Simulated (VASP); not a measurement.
## SiO2: single point with r2SCAN+D3(BJ)

Crystal: SiO2.

```
Si O
1.0
    -2.79303    2.79303    5.60937
     2.79303   -2.79303    5.60937
     2.79303    2.79303   -5.60937
Si O
4 8
Cartesian
  0.7900 4.1895 1.4023
  4.1895 0.7900 -1.4023
  -1.3965 2.0030 4.2070
  2.0030 -1.3965 7.0117
  0.0000 2.7930 1.5135
  3.9945 1.2015 2.8047
  1.5916 -1.2015 2.8047
  0.0000 0.0000 1.2912
  0.0000 0.0000 9.9276
  0.0000 2.7930 4.0959
  1.2015 -1.2015 5.6094
  -1.2015 1.2015 5.6094
```

```
Program                : VASP 6.6.1
Task                   : single point
Functional             : r2SCAN
Dispersion             : D3(BJ)
Potentials or basis    : VASP PAW PBE potentials, release 64 (Si, O)
Cutoff                 : 520 eV
k mesh                 : 7 × 7 × 7
Occupations            : fermi-dirac, width 0.05 eV
Spin                   : no spin polarisation
Dipole correction      : no
Further INCAR settings : ALGO = Normal; EDIFF = 1e-06; NBANDS = 44
```

| Quantity | Value |
| --- | --- |
| Pressure | 0.2 GPa |
| Largest force | 0.013 eV/Å |
| Band gap on the k mesh | 5.58 eV, direct |
| Dispersion energy per atom | -0.059 eV |

Forces on the atoms (eV/Å):
```
Si   0.006  0.000  0.000
Si   0.000  0.006  0.000
Si   0.000 -0.006  0.000
Si  -0.006  0.000  0.000
O    0.000  0.000  0.004
O   -0.009 -0.009  0.000
O    0.009  0.009  0.000
O    0.000  0.000 -0.004
O    0.000  0.000  0.004
O    0.000  0.000 -0.004
O   -0.009  0.009  0.000
O    0.009 -0.009  0.000
```

Stress tensor (GPa, compression positive):
```
0.11 0.00 0.00
0.00 0.11 0.00
0.00 0.00 0.43
```

Levels at points of the mesh, in eV from the valence-band top:
```tsv
k point	band 29	band 30	band 31	band 32	band 33	band 34	band 35	band 36
(0.00, 0.00, 0.00)	-0.73	-0.73	-0.26	0.00	5.58	8.33	8.49	9.65
```

Run time: 20 min on 1 thread of Intel(R) Xeon(R) 6975P-C (Granite Rapids) (shared host), peak memory 0.52 GiB.

Caveat: the PAW data sets were made with another functional, which shifts forces and pressure a little. r2SCAN opens gaps a little over a GGA but as a rule still falls short of measured ones.
